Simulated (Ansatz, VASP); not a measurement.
# Co: VASP beside Ansatz

```
CELL_PARAMETERS angstrom
2.51900 0.00000 0.00000
-1.25950 2.18152 0.00000
0.00000 0.00000 3.96827
ATOMIC_POSITIONS crystal
Co 0.33333 0.66667 0.25000
Co 0.66667 0.33333 0.75000
```

Change from the starting cell: zz strain of -3 %, crystal datasets.

Alike in both runs: task electric field gradients; functional PBE; k mesh 19 × 19 × 10; occupations fermi-dirac, width 0.05 eV; collinear spin.

|  | VASP | Ansatz |
| --- | --- | --- |
| version | VASP 6.6.1 | Ansatz 0.2.0 |
| potentials or method | VASP PAW PBE potentials, release 64 (Co), cutoff 520 eV | all-electron PAW with datasets made for the crystal, scalar-relativistic |

|  | VASP | Ansatz | Ansatz less VASP |
| --- | --- | --- | --- |
| pressure (GPa) | -1.3 | -0.7 | +0.59 |
| traceless stress, the component that is largest in VASP (GPa) | 4.67 | 4.88 | +0.209 |
| net moment per atom (μB) | 1.61 | 1.62 | +0.007 |
| size of the moment on the site where the two differ most (μB) | 1.63 | 1.69 | +0.064 |
| size of Vzz on the site where it differs most (V/Å²) | 10.9 | 8.5 | -2.38 |

Site moments also hang on the region over which each program counts them. Ansatz ran all-electron here, and VASP with PAW potentials.
